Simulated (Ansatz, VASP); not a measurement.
## Two plane-wave programs on H

INCAR

```
SYSTEM = H
  ALGO = Normal
  EDIFF = 1E-6
  ENCUT = 520
  GGA = PE
  ISIF = 2
  ISMEAR = 0
  IVDW = 12
  LASPH = .True.
  LCHARG = .False.
  LREAL = .False.
  LWAVE = .False.
  NBANDS = 6
  NELM = 100
  PREC = Accurate
  SIGMA = 0.05
```

File KPOINTS:

```
k-points
0
Gamma
  10 10 26
  0 0 0
```

File POSCAR:

```
H
1.0
    2.5833977704      0.0000000000      0.0000000000
    0.0000000000      2.5833977704      0.0000000000
    0.0000000000      0.0000000000      0.9559805970
H
1
Direct
    0.0000000000      0.0000000000      0.5000000000
```

Input for Ansatz:

```yaml
crystal:
  lattice:
    - [2.5833977704, 0.0, 0.0]
    - [0.0, 2.5833977704, 0.0]
    - [0.0, 0.0, 0.955980597]
  atoms:
    - { symbol: H, position: [0.0, 0.0, 0.5] }
basis:
  ecutwfc: 420
kpoints:
  mp_grid: { grid: [10, 10, 26] }
hamiltonian:
  xc: pbe
  dispersion: d3bj
scf:
  occupations: { method: gaussian, width: 0.05 }
output:
  forces: true
  stress: true
  eigenvalues: true
```

Change from the starting cell: strain -0.025 along x and y, -0.025 along z, atoms carried along.

Alike in both runs: task single point; functional PBE; dispersion D3(BJ); k mesh 10 × 10 × 26; occupations gaussian, width 0.05 eV; no spin polarisation.

```csv
,VASP,Ansatz
version,VASP 6.6.1,Ansatz 0.2.0
potentials or method,"VASP PAW PBE potentials, release 64 (H), cutoff 520 eV","scalar-relativistic, plane waves, PAW"
valence electrons in the cell,1,1
```

|  | VASP | Ansatz | Ansatz less VASP |
| --- | --- | --- | --- |
| gap on the k mesh at the Fermi level (eV) | none | none | - |
| pressure (GPa) | 5.6 | 5.9 | +0.31 |
| traceless stress, the component that is largest in VASP (GPa) | 9.13 | 9.12 | -0.016 |

A gap of «none» marks a metal or a gap that the smearing closes.
